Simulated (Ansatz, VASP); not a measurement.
## One calculation of Cu3N, two programs

Contents of INCAR:

```
SYSTEM = Cu3N
ALGO     = Normal         ! electronic algorithm
EDIFF    = 1E-6           ! SCF threshold, eV
ENCUT    = 600            ! plane-wave cutoff, eV
GGA      = PS             ! functional
GGA_COMPAT= .False.      
ISIF     = 2              ! what is computed and relaxed
ISMEAR   = -1             ! smearing method
LASPH    = .True.         ! aspherical terms in the spheres
LCHARG   = .False.        ! write CHGCAR
LREAL    = .False.        ! projectors in reciprocal space
LWAVE    = .False.        ! write WAVECAR
NBANDS   = 27             ! bands
NELM     = 120            ! most SCF steps
PREC     = Accurate       ! precision mode
SIGMA    = 0.08           ! smearing width, eV
```

KPOINTS

```
k-points
0
Gamma
  10 10 10
  0 0 0
```

File POSCAR:

```
Cu3N
1.0
    3.7377200000      0.0000000000      0.0000000000
    0.0000000000      3.7377200000      0.0000000000
    0.0000000000      0.0000000000      3.8140000000
Cu N
3 1
Direct
    0.5000000000      0.0000000000      0.0000000000
    0.0000000000      0.5000000000      0.0000000000
    0.0000000000      0.0000000000      0.5000000000
    0.0000000000      0.0000000000      0.0000000000
```

Input for Ansatz:

```yaml
crystal:
  lattice:
    - [3.73772, 0.0, 0.0]
    - [0.0, 3.73772, 0.0]
    - [0.0, 0.0, 3.814]
  atoms:
    - { symbol: Cu, position: [0.5, 0.0, 0.0] }
    - { symbol: Cu, position: [0.0, 0.5, 0.0] }
    - { symbol: Cu, position: [0.0, 0.0, 0.5] }
    - { symbol: "N", position: [0.0, 0.0, 0.0] }
kpoints:
  mp_grid: { grid: [10, 10, 10] }
  band_path:
    path:
      - [0.0, 0.0, 0.0]
      - [0.0, 0.5, 0.0]
      - [0.5, 0.5, 0.0]
      - [0.0, 0.0, 0.0]
      - [0.0, 0.0, 0.5]
      - [0.0, 0.5, 0.5]
      - [0.5, 0.5, 0.5]
      - [0.0, 0.0, 0.5]
      - [0.0, 0.5, 0.0]
    npoints: 5
scf:
  occupations: { method: fermi_dirac, width: 0.08 }
hamiltonian:
  xc: pbesol
  pseudopotentials: { kind: all_electron, lapw: { basis_error: 0.001 } }
output:
  forces: true
  stress: true
  eigenvalues: true
```

Change from the starting cell: equal xx and yy strain of -2 %.

Alike in both runs: task single point; functional PBEsol; k mesh 10 × 10 × 10; occupations fermi-dirac, width 0.08 eV; no spin polarisation.

|  | VASP | Ansatz |
| --- | --- | --- |
| version | VASP 6.6.1 | Ansatz 0.2.0 |
| potentials or method | VASP PAW PBE potentials, release 64 (Cu, N), cutoff 600 eV | all-electron LAPW, scalar-relativistic |

Ansatz gave:

| Quantity | Value |
| --- | --- |
| pressure (GPa) | 0.2 |
| traceless stress, the component that is largest in VASP (GPa) | -2.92 |

Problem. Which values does VASP return?

Solution. Pressure (GPa): 1.0; traceless stress, the component that is largest in VASP (GPa): -2.96.

VASP's potentials were made for PBE, not for PBEsol. Ansatz ran all-electron here, and VASP with PAW potentials.
